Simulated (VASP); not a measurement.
# LiBe (P6_3/mmc) in VASP: further runs

Runs on LiBe. Level: PBE. Tasks: relaxation of cell and atoms.

Everything below comes from runs of VASP 6.6.1. Logs are shortened: lines on timing, memory, paths and dates and some standing lists are left out, and cuts for length are marked.

## 1. The cell of the first run

It takes space group P6_3/mmc (No. 194, hexagonal). The conventional cell has a = 4.170 Å, b = 4.170 Å, c = 4.740 Å, α = 90.00°, β = 90.00°, γ = 120.00°. Within 3.1 Å of Li (site symmetry -6m2) lie 5 Be at 2.37 to 2.41 Å. Be (site symmetry -6m2) has 5 Li at 2.37 to 2.41 Å within 3.1 Å.

## 2. Relaxation of cell and atoms, PBE

INCAR reads:

```
SYSTEM = LiBe
PREC = Accurate
ENCUT = 750
EDIFF = 1E-7
ISMEAR = -1
SIGMA = 0.1
LREAL = .FALSE.
LASPH = .TRUE.
NELM = 120
ALGO = Normal
ISIF = 3
LWAVE = .FALSE.
LCHARG = .FALSE.
GGA = PE
IBRION = 2
NSW = 60
EDIFFG = -0.02
GGA_COMPAT = .FALSE.
NELMIN = 4
```

KPOINTS reads:

```
Automatic mesh
0
G
  11 11 9
  0 0 0
```

POSCAR reads:

```
LiBe
1.0
    4.1701816443      0.0000000000      0.0000000000
   -2.0850908222      3.6114832424      0.0000000000
    0.0000000000      0.0000000000      4.7401853533
Li Be
2 2
Direct
    0.3333333333      0.6666666667     -0.0625005075
    0.6666666667      0.3333333333      0.4374994925
    0.3333333333      0.6666666667      0.4375005075
    0.6666666667      0.3333333333      0.9375005075
```

Potentials or basis: VASP PAW PBE potentials, release 64 (Li_sv, Be).

Command:

```sh
$ cat potpaw_PBE.64/Li_sv/POTCAR potpaw_PBE.64/Be/POTCAR > POTCAR
$ mpirun -np 1 vasp_std > vasp.out
```

OUTCAR:

```text
SYSTEM = LiBe
   PREC = Accurate
   ENCUT = 750
   EDIFF = 1E-7
   ISMEAR = -1
   LREAL = .FALSE.
   LASPH = .TRUE.
   NELM = 120
   ISIF = 3
   GGA = PE
   IBRION = 2
   NSW = 60
   EDIFFG = -0.02
   NELMIN = 4

 ion  position               nearest neighbor table
   1  0.333  0.667  0.937-   3 2.37   3 2.37   4 2.41   4 2.41   4 2.41
   2  0.667  0.333  0.437-   4 2.37   4 2.37   3 2.41   3 2.41   3 2.41
   3  0.333  0.667  0.438-   1 2.37   1 2.37   2 2.41   2 2.41   2 2.41
   4  0.667  0.333  0.938-   2 2.37   2 2.37   1 2.41   1 2.41   1 2.41

  LATTYP: Found a hexagonal cell.
 ALAT       =     4.1701816443
 C/A-ratio  =     1.1366855829

  Lattice vectors:

 A1 = (   4.1701816443,   0.0000000000,   0.0000000000)
 A2 = (  -2.0850908222,   3.6114832424,   0.0000000000)
 A3 = (   0.0000000000,   0.0000000000,   4.7401853533)

Analysis of symmetry for initial positions (statically):
=====================================================================
 Subroutine PRICEL returns:
 Original cell was already a primitive cell.

 Routine SETGRP: Setting up the symmetry group for a
 hexagonal supercell.

 Subroutine GETGRP returns: Found 24 space group operations
 (whereof  6 operations were pure point group operations)
 out of a pool of 24 trial point group operations.

The static configuration has the point symmetry C_3v.
 The point group associated with its full space group is D_6h.

Analysis of symmetry for dynamics (positions and initial velocities):
=====================================================================
 Subroutine PRICEL returns:
 Original cell was already a primitive cell.

 Routine SETGRP: Setting up the symmetry group for a
 hexagonal supercell.

 Subroutine GETGRP returns: Found 24 space group operations
 (whereof  6 operations were pure point group operations)
 out of a pool of 24 trial point group operations.

The dynamic configuration has the point symmetry C_3v.
 The point group associated with its full space group is D_6h.

 Subroutine INISYM returns: Found 24 space group operations
 (whereof  6 operations are pure point group operations),
 and found     1 'primitive' translations

----------------------------------------------------------------------------------------

                                     Primitive cell

  volume of cell :      71.3898

  direct lattice vectors                    reciprocal lattice vectors
     4.170181644  0.000000000  0.000000000     0.239797708  0.138447271  0.000000000
    -2.085090822  3.611483242  0.000000000     0.000000000  0.276894542  0.000000000
     0.000000000  0.000000000  4.740185353     0.000000000  0.000000000  0.210962215

  length of vectors
     4.170181644  4.170181644  4.740185353     0.276894542  0.276894542  0.210962215

  position of ions in fractional coordinates (direct lattice)
     0.333333333  0.666666667  0.937499493
     0.666666667  0.333333333  0.437499493
     0.333333333  0.666666667  0.437500507
     0.666666667  0.333333333  0.937500507

  ion indices of the primitive-cell ions
   primitive index   ion index
                 1           1
                 2           2
                 3           3
                 4           4

----------------------------------------------------------------------------------------

 KPOINTS: Automatic mesh

Automatic generation of k-mesh.
 Grid dimensions read from file:
 generate k-points for:   11   11    9

 Generating k-lattice:

  Cartesian coordinates                     Fractional coordinates (reciprocal lattice)
     0.021799792  0.012586116  0.000000000     0.090909091  0.000000000  0.000000000
     0.000000000  0.025172231  0.000000000     0.000000000  0.090909091  0.000000000
     0.000000000  0.000000000  0.023440246     0.000000000  0.000000000  0.111111111

  Length of vectors
     0.025172231  0.025172231  0.023440246

  Shift w.r.t. Gamma in fractional coordinates (k-lattice)
     0.000000000  0.000000000  0.000000000

 Subroutine IBZKPT returns following result:
 ===========================================

 Found     80 irreducible k-points:

 Following reciprocal coordinates:
            Coordinates               Weight
  0.000000  0.000000  0.000000      1.000000
  0.090909  0.000000  0.000000      6.000000
  0.181818  0.000000  0.000000      6.000000
  0.272727  0.000000  0.000000      6.000000
  0.363636  0.000000  0.000000      6.000000
  0.454545  0.000000  0.000000      6.000000
[... 16 lines left out ...]
  0.090909  0.090909  0.111111     12.000000
  0.181818  0.090909  0.111111     24.000000
 [... further k-points ...]
   k-points           NKPTS =     80   k-points in BZ     NKDIM =     80   number of bands    NBANDS=      9
   number of dos      NEDOS =    301   number of ions     NIONS =      4
   total plane-waves  NPLWV =  67200
   dimension x,y,z NGX =    40 NGY =   40 NGZ =   42
   dimension x,y,z NGXF=    80 NGYF=   80 NGZF=   84
   ions per type =               2   2
   NGX,Y,Z   is equivalent  to a cutoff of  15.95, 15.95, 14.73 a.u.
   NGXF,Y,Z  is equivalent  to a cutoff of  31.89, 31.89, 29.46 a.u.
 SYSTEM =  LiBe
   PREC   = accura    normal or accurate (medium, high low for compatibility)
   ISTART =      0    job   : 0-new  1-cont  2-samecut
   ICHARG =      2    charge: 1-file 2-atom 10-const
   ISPIN  =      1    spin polarized calculation?
   LNONCOLLINEAR =      F non collinear calculations
   LSORBIT =      F    spin-orbit coupling
   LASPH  =      T    aspherical Exc in radial PAW
   ENCUT  =  750.0 eV  55.12 Ry    7.42 a.u.   9.31  9.31 10.58*2*pi/ulx,y,z
   NELM   =    120;   NELMIN=  4; NELMDL= -5     # of ELM steps
   EDIFF  = 0.1E-06   stopping-criterion for ELM
   LREAL  =      F    real-space projection
   EDIFFG = -.2E-01   stopping-criterion for IOM
   NSW    =     60    number of steps for IOM
   IBRION =      2    ionic relax: 0-MD 1-quasi-New 2-CG
   NFREE  =      1    steps in history (QN), initial steepest desc. (CG)
   ISIF   =      3    stress and relaxation
   ISYM   =      2    0-nonsym 1-usesym 2-fastsym
   POTIM  = 0.5000    time-step for ionic-motion
   TEBEG  =    0.0;   TEEND  =   0.0 temperature during run
   PSTRESS=    0.0 pullay stress
   NELECT =      10.0000    total number of electrons
   NUPDOWN=      -1.0000    fix difference up-down
   EMIN   =  10.00;   EMAX   =-10.00  energy-range for DOS
   EFERMI =   0.00;   METHOD = LEGACY
   ISMEAR =    -1;   SIGMA  =   0.10  broadening in eV -4-tet -1-fermi 0-gaus
   EFERMI_NEDOS =   21; number of points for ismear=-14 and -15
   IALGO  =     38    algorithm
   IMIX   =      4    mixing-type and parameters
     AMIX     =   0.40;   BMIX     =  1.00
     AMIX_MAG =   1.60;   BMIX_MAG =  1.00
  volume/ion in A,a.u.               =      17.85       120.44
  Fermi-wavevector in a.u.,A,eV,Ry     =   0.850217  1.606676  9.835218  0.722868
  Thomas-Fermi vector in A             =   1.966159
   LORBIT       =      0    0 simple, 1 ext, 2 COOP (PROOUT), +10 PAW based schemes
   GGA     = PE    functional components
   LHFCALC =     F    Hartree Fock is set to
   AEXX    =    0.0000 exact exchange contribution
   IVDW    =     0    specifies the selected vdW correction
   LEPSILON=     F    determine dielectric tensor
   LRPA    =     F    only Hartree local field effects (RPA)
 conjugate gradient relaxation of ions
 non-spin polarized calculation
  energy-cutoff  :      750.00
  volume of cell :       71.39
 maximum number of plane-waves:      3364
 NGX is ok and might be reduce to    40
   NGX = 19   NGY = 19   NGZ = 21

 number of electron      10.0000002 magnetization

 Free energy of the ion-electron system (eV)
  ---------------------------------------------------
  ext. energy  EPLUGINS =         0.00000000
  ---------------------------------------------------
  free energy    TOTEN  =        -6.90682081 eV

  energy without entropy =       -6.83868185  energy(sigma->0) =       -6.87275133

 E-fermi :   0.7218     XC(G=0):  -7.6254

 val. band max:        0.7181332709   @ k =   0.2727   0.0000   0.3333
 cond. band min:       0.7302082889   @ k =   0.3636   0.2727   0.3333
 fundamental gap:      0.0120750180
 Fermi energy:         0.7217621233

 k-point     1 :       0.0000    0.0000    0.0000
  band No.  band energies     occupation
      1     -44.8686      2.00000
      2     -44.8617      2.00000
      3      -4.4806      2.00000
      4      -0.5733      2.00000
      5       1.4589      0.00126
      6       2.3743      0.00000
      7       2.3743      0.00000
      8       5.0365      0.00000
      9       5.0365      0.00000

 k-point     2 :       0.0909    0.0000    0.0000
  band No.  band energies     occupation
      1     -44.8684      2.00000
      2     -44.8619      2.00000
      3      -4.4101      2.00000
      4      -0.4963      1.99999
      5       1.2687      0.00839
      6       2.1931      0.00000
      7       2.2930      0.00000
      8       4.9454      0.00000
      9       5.1960      0.00000

 k-point     3 :       0.1818    0.0000    0.0000
  band No.  band energies     occupation
      1     -44.8680      2.00000
      2     -44.8622      2.00000
      3      -4.1988      2.00000
      4      -0.2685      1.99990
      5       0.6547      1.32320
      6       1.8108      0.00004
      7       2.2603      0.00000
      8       4.6899      0.00000
      9       5.0003      0.00000

 k-point     4 :       0.2727    0.0000    0.0000
  band No.  band energies     occupation
      1     -44.8674      2.00000
      2     -44.8626      2.00000
      3      -3.8486      2.00000
      4      -0.2059      1.99981
      5       0.0980      1.99610
      6       1.4320      0.00165
      7       2.3638      0.00000
      8       4.2134      0.00000
      9       4.3306      0.00000

 k-point     5 :       0.3636    0.0000    0.0000
  band No.  band energies     occupation
      1     -44.8667      2.00000
      2     -44.8632      2.00000
      3      -3.3654      2.00000
      4      -1.1029      2.00000
      5       0.5683      1.64548
      6       1.1507      0.02705
      7       2.5460      0.00000
      8       3.3995      0.00000
      9       3.9489      0.00000

 k-point     6 :       0.4545    0.0000    0.0000
  band No.  band energies     occupation
      1     -44.8662      2.00000
      2     -44.8637      2.00000
      3      -2.7795      2.00000
      4      -1.9125      2.00000
      5       1.0036      0.11267
      6       1.0121      0.10397
      7       2.7264      0.00000
      8       2.7661      0.00000
      9       3.6577      0.00000
[... 169 lines left out ...]
 k-point    21 :       0.3636    0.0000    0.1111
  band No.  band energies     occupation
      1     -44.8666      2.00000
      2     -44.8633      2.00000
      3      -3.3084      2.00000
      4      -1.0932      2.00000
      5       0.2953      1.97229
      6       1.2254      0.01291
      7       2.8483      0.00000
      8       2.9218      0.00000
      9       4.4330      0.00000

 k-point    22 :       0.4545    0.0000    0.1111
  band No.  band energies     occupation
      1     -44.8661      2.00000
      2     -44.8638      2.00000
      3      -2.7270      2.00000
      4      -1.8642      2.00000
      5       0.7017      1.09973
      6       1.0786      0.05486
      7       2.2234      0.00000
      8       3.0788      0.00000
      9       4.1672      0.00000

 k-point    23 :       0.0909    0.0909    0.1111
  band No.  band energies     occupation
      1     -44.8680      2.00000
      2     -44.8622      2.00000
      3      -4.2101      2.00000
      4      -0.7665      2.00000
      5       1.1762      0.02102
      6       1.8814      0.00002
      7       2.6030      0.00000
      8       4.5995      0.00000
      9       5.1493      0.00000

 k-point    24 :       0.1818    0.0909    0.1111
  band No.  band energies     occupation
      1     -44.8675      2.00000
      2     -44.8626      2.00000
      3      -3.9296      2.00000
      4      -0.5521      1.99999
      5       0.5058      1.79317
      6       1.3738      0.00294
      7       2.7817      0.00000
      8       4.0216      0.00000
      9       4.9741      0.00000

 [... further k-points ...]

------------------------ aborting loop because EDIFF is reached ----------------------------------------

  FORCE on cell =-STRESS in cart. coord.  units (eV):
  Direction    XX          YY          ZZ          XY          YZ          ZX
  --------------------------------------------------------------------------------------
  -------------------------------------------------------------------------------------
  Total       -0.0346896     -0.0346896     -0.0284288      0.0000000      0.0000000      0.0000000
  in kB       -0.7785274     -0.7785274     -0.6380183      0.0000000      0.0000000      0.0000000
  external PRESSURE =      -0.7316910 kB  Pullay stress =       0.0000000 kB

 VOLUME and BASIS-vectors are now :
 -----------------------------------------------------------------------------
  energy-cutoff  :      750.00
  volume of cell :       71.39
      direct lattice vectors                 reciprocal lattice vectors
     4.170181644  0.000000000  0.000000000     0.239797708  0.138447271  0.000000000
    -2.085090822  3.611483242  0.000000000     0.000000000  0.276894542  0.000000000
     0.000000000  0.000000000  4.740185353     0.000000000  0.000000000  0.210962215

 POSITION                                       TOTAL-FORCE (eV/Angst)
 -----------------------------------------------------------------------------------
     -0.00000      2.40766      4.44392         0.000000     -0.000000     -0.000000
      2.08509      1.20383      2.07383        -0.000000      0.000000     -0.000000
     -0.00000      2.40766      2.07383        -0.000000      0.000000      0.000000
      2.08509      1.20383      4.44393        -0.000000      0.000000      0.000000
 -----------------------------------------------------------------------------------
    total drift:                               -0.000000      0.000000      0.000013

  FREE ENERGIE OF THE ION-ELECTRON SYSTEM (eV)
  ---------------------------------------------------
  free  energy   TOTEN  =        -6.9068208118 eV

  energy  without entropy=       -6.8386818490  energy(sigma->0) =       -6.87275133

 reached required accuracy - stopping structural energy minimisation
```

It took 89 s on 1 thread of Intel Xeon 8259CL, shared host; peak memory 0.28 GiB.

Results:

| Item | Value |
| --- | --- |
| Free energy | -6.9068 eV |
| Pressure after relaxing | -0.1 GPa |
| Band gap on the k mesh | zero (bands 5 and 6 overlap by 3.44 eV) |

Final structure:
```cif
data_structure
_symmetry_space_group_name_H-M 'P 1'
_symmetry_Int_Tables_number 1
_cell_length_a 4.1702
_cell_length_b 4.1702
_cell_length_c 4.7402
_cell_angle_alpha 90.000
_cell_angle_beta 90.000
_cell_angle_gamma 120.000
_cell_volume 71.39
loop_
_atom_site_label
_atom_site_type_symbol
_atom_site_fract_x
_atom_site_fract_y
_atom_site_fract_z
_atom_site_occupancy
Li1 Li 0.33333 0.66667 0.93750 1
Li2 Li 0.66667 0.33333 0.43750 1
Be1 Be 0.33333 0.66667 0.43750 1
Be2 Be 0.66667 0.33333 0.93750 1
```

Levels at points of the mesh, in eV from the Fermi level:
| k point | band 1 | band 2 | band 3 | band 4 | band 5 | band 6 | band 7 | band 8 | band 9 |
| --- | --- | --- | --- | --- | --- | --- | --- | --- | --- |
| (0.00, 0.00, 0.00) | -45.59 | -45.58 | -5.20 | -1.30 | 0.74 | 1.65 | 1.65 | 4.31 | 4.31 |

Caveat: the relaxation stopped at its first step, so nothing moved.

[end of part 1 of 2]
